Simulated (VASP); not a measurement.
# Os (Im-3m) in VASP: single point with PBE

Aim: the single point of Os with PBE.

Everything below comes from runs of VASP 6.6.1. Logs are shortened: lines on timing, memory, paths and dates and some standing lists are left out, and cuts for length are marked.

## Step 1: The cell of the first run

It takes space group Im-3m (No. 229, cubic). Conventional cell: a = 3.091 Å, b = 3.091 Å, c = 3.091 Å, α = 90.00°, β = 90.00°, γ = 90.00°. Within 3.5 Å of Os (site symmetry m-3m) lie 14 Os at 2.68 to 3.09 Å.

This isn't the form of Os at room conditions, which is hcp.

## Step 2: Single point, PBE

Input file POSCAR:

```
Os
1.0
   -1.5456319012      1.5456319012      1.5456319012
    1.5456319012     -1.5456319012      1.5456319012
    1.5456319012      1.5456319012     -1.5456319012
Os
1
Direct
    0.0000000000      0.0000000000      0.0000000000
```

Input file INCAR.step1:

```
PREC = Accurate
ENCUT = 520
EDIFF = 1E-6
ISMEAR = 0
SIGMA = 0.05
LREAL = False
LASPH = True
NELM = 60
ALGO = Normal
ISIF = 2
LWAVE = False
LCHARG = True
LMAXMIX = 4
GGA = PE
NBANDS = 10
```

Input file KPOINTS.step1:

```
regular mesh
0
Gamma
  20 20 20
```

Input file INCAR.step2:

```
PREC = Accurate
ENCUT = 520
EDIFF = 1E-6
ISMEAR = -5
SIGMA = 0.05
LREAL = False
LASPH = True
NELM = 60
ALGO = Normal
ISIF = 2
LWAVE = False
LCHARG = False
LMAXMIX = 4
GGA = PE
LORBIT = 11
NBANDS = 10
NEDOS = 1001
ICHARG = 11
```

Input file KPOINTS.step2:

```
regular mesh
0
Gamma
  30 30 30
```

Potentials or basis: VASP PAW PBE potentials, release 64 (Os).

The run is started by

```console
> cat potpaw_PBE.64/Os/POTCAR > POTCAR
> cp INCAR.step1 INCAR
> cp KPOINTS.step1 KPOINTS
> mpirun -np 1 vasp_std > vasp.out
> cp INCAR.step2 INCAR
> cp KPOINTS.step2 KPOINTS
> mpirun -np 1 vasp_std > vasp.out
```

OUTCAR:

```text
PREC = Accurate
   ENCUT = 520
   EDIFF = 1E-6
   ISMEAR = -5
   LREAL = False
   LASPH = True
   NELM = 60
   ISIF = 2
   GGA = PE
   LORBIT = 11
   ICHARG = 11

 ion  position               nearest neighbor table
   1  0.000  0.000  0.000-

  LATTYP: Found a body centered cubic cell.
 ALAT       =     3.0912638024

  Lattice vectors:

 A1 = (  -1.5456319012,   1.5456319012,   1.5456319012)
 A2 = (   1.5456319012,  -1.5456319012,   1.5456319012)
 A3 = (   1.5456319012,   1.5456319012,  -1.5456319012)

Analysis of symmetry for initial positions (statically):
=====================================================================
 Subroutine PRICEL returns:
 Original cell was already a primitive cell.

 Routine SETGRP: Setting up the symmetry group for a
 body centered cubic supercell.

 Subroutine GETGRP returns: Found 48 space group operations
 (whereof 48 operations were pure point group operations)
 out of a pool of 48 trial point group operations.

The static configuration has the point symmetry O_h .

Analysis of symmetry for dynamics (positions and initial velocities):
=====================================================================
 Subroutine PRICEL returns:
 Original cell was already a primitive cell.

 Routine SETGRP: Setting up the symmetry group for a
 body centered cubic supercell.

 Subroutine GETGRP returns: Found 48 space group operations
 (whereof 48 operations were pure point group operations)
 out of a pool of 48 trial point group operations.

The dynamic configuration has the point symmetry O_h .

 Subroutine INISYM returns: Found 48 space group operations
 (whereof 48 operations are pure point group operations),
 and found     1 'primitive' translations

----------------------------------------------------------------------------------------

                                     Primitive cell

  volume of cell :      14.7699

  direct lattice vectors                    reciprocal lattice vectors
    -1.545631901  1.545631901  1.545631901     0.000000000  0.323492288  0.323492288
     1.545631901 -1.545631901  1.545631901     0.323492288  0.000000000  0.323492288
     1.545631901  1.545631901 -1.545631901     0.323492288  0.323492288  0.000000000

  length of vectors
     2.677112983  2.677112983  2.677112983     0.457487181  0.457487181  0.457487181

  position of ions in fractional coordinates (direct lattice)
     0.000000000  0.000000000  0.000000000

  ion indices of the primitive-cell ions
   primitive index   ion index
                 1           1

[... 84 lines left out ...]
   NELECT =       8.0000    total number of electrons
   NUPDOWN=      -1.0000    fix difference up-down
   EMIN   =  10.00;   EMAX   =-10.00  energy-range for DOS
   EFERMI =   0.00;   METHOD = LEGACY
   ISMEAR =    -5;   SIGMA  =   0.05  broadening in eV -4-tet -1-fermi 0-gaus
   EFERMI_NEDOS =   21; number of points for ismear=-14 and -15
   IALGO  =     38    algorithm
   IMIX   =      4    mixing-type and parameters
     AMIX     =   0.40;   BMIX     =  1.00
     AMIX_MAG =   1.60;   BMIX_MAG =  1.00
  volume/ion in A,a.u.               =      14.77        99.67
  Fermi-wavevector in a.u.,A,eV,Ry     =   1.334480  2.521802 24.229759  1.780837
  Thomas-Fermi vector in A             =   2.463258
   LORBIT       =     11    0 simple, 1 ext, 2 COOP (PROOUT), +10 PAW based schemes
   GGA     = PE    functional components
   LHFCALC =     F    Hartree Fock is set to
   AEXX    =    0.0000 exact exchange contribution
   IVDW    =     0    specifies the selected vdW correction
   LEPSILON=     F    determine dielectric tensor
   LRPA    =     F    only Hartree local field effects (RPA)
 non-spin polarized calculation
 Fermi weights with tetrahedron method with Bloechl corrections
  energy-cutoff  :      520.00
  volume of cell :       14.77
 maximum number of plane-waves:       418

 number of electron       7.9999999 magnetization

 Free energy of the ion-electron system (eV)
  ---------------------------------------------------
  ext. energy  EPLUGINS =         0.00000000
  ---------------------------------------------------
  free energy    TOTEN  =       -10.36262625 eV

  energy without entropy =      -10.36262625  energy(sigma->0) =      -10.36262625

 E-fermi :   8.9352     XC(G=0): -13.7323

 val. band max:        8.9934151153   @ k =  -0.4333   0.4333   0.3667
 cond. band min:       8.9030980032   @ k =   0.1333   0.1000   0.0667
 fundamental gap:     -0.0903171121
 Fermi energy:         8.9352379291

 k-point     1 :       0.0000    0.0000    0.0000
  band No.  band energies     occupation
      1      -1.7848      2.00000
      2       5.6848      2.00000
      3       5.6848      2.00000
      4       5.6848      2.00000
      5       8.8712      2.00000
      6       8.8712      2.00000
      7      25.1441      0.00000
      8      25.1441      0.00000
      9      25.1441      0.00000
     10      36.7364      0.00000
[... 287 lines left out ...]
 k-point    24 :       0.2667    0.0333   -0.0000
  band No.  band energies     occupation
      1       0.9945      2.00000
      2       4.3921      2.00000
      3       5.5090      2.00000
      4       8.3683      2.00000
      5       8.9200      1.06258
      6       9.1450      0.00000
      7      23.6277      0.00000
      8      24.1119      0.00000
      9      30.2583      0.00000
     10      31.1063      0.00000

 [... further k-points ...]

------------------------ aborting loop because EDIFF is reached ----------------------------------------

  FORCE on cell =-STRESS in cart. coord.  units (eV):
  Direction    XX          YY          ZZ          XY          YZ          ZX
  --------------------------------------------------------------------------------------
  -------------------------------------------------------------------------------------
  Total        0.0153624      0.0153624      0.0153624      0.0000000      0.0000000     -0.0000000
  in kB        1.6664460      1.6664460      1.6664460      0.0000000      0.0000000     -0.0000000
  external PRESSURE =       1.6664460 kB  Pullay stress =       0.0000000 kB

 VOLUME and BASIS-vectors are now :
 -----------------------------------------------------------------------------
  energy-cutoff  :      520.00
  volume of cell :       14.77
      direct lattice vectors                 reciprocal lattice vectors
    -1.545631901  1.545631901  1.545631901     0.000000000  0.323492288  0.323492288
     1.545631901 -1.545631901  1.545631901     0.323492288  0.000000000  0.323492288
     1.545631901  1.545631901 -1.545631901     0.323492288  0.323492288  0.000000000

 POSITION                                       TOTAL-FORCE (eV/Angst)
 -----------------------------------------------------------------------------------
      0.00000      0.00000      0.00000         0.000000      0.000000     -0.000000
 -----------------------------------------------------------------------------------
    total drift:                                0.000000      0.000000      0.000000

  FREE ENERGIE OF THE ION-ELECTRON SYSTEM (eV)
  ---------------------------------------------------
  free  energy   TOTEN  =       -10.3626262472 eV

  energy  without entropy=      -10.3626262472  energy(sigma->0) =      -10.36262625

 total charge

# of ion       s       p       d       tot
------------------------------------------
    1        0.630   0.683   5.973   7.286
```

Run time: 2 min. Hardware: 1 thread of Intel Xeon 8259CL, shared host; peak memory 0.28 GiB.

Results:

```
Valence electrons inside the program's atomic spheres : Os 7.29
```

Levels at points of the mesh, in eV from the Fermi level:
```
           k point  band 2  band 3  band 4  band 5  band 6  band 7
(0.00, 0.00, 0.00)   -3.25   -3.25   -3.25   -0.06   -0.06   16.21
(0.50, 0.00, 0.00)   -5.25   -0.21   -0.19    0.54    3.13    8.73
(0.50, 0.50, 0.50)   -7.11    2.34    2.34    2.34    7.79    7.79
```

Caveat: spin-orbit coupling is left out, which moves the levels of the heavy elements; tetrahedron occupations give inexact forces and stress in metals.
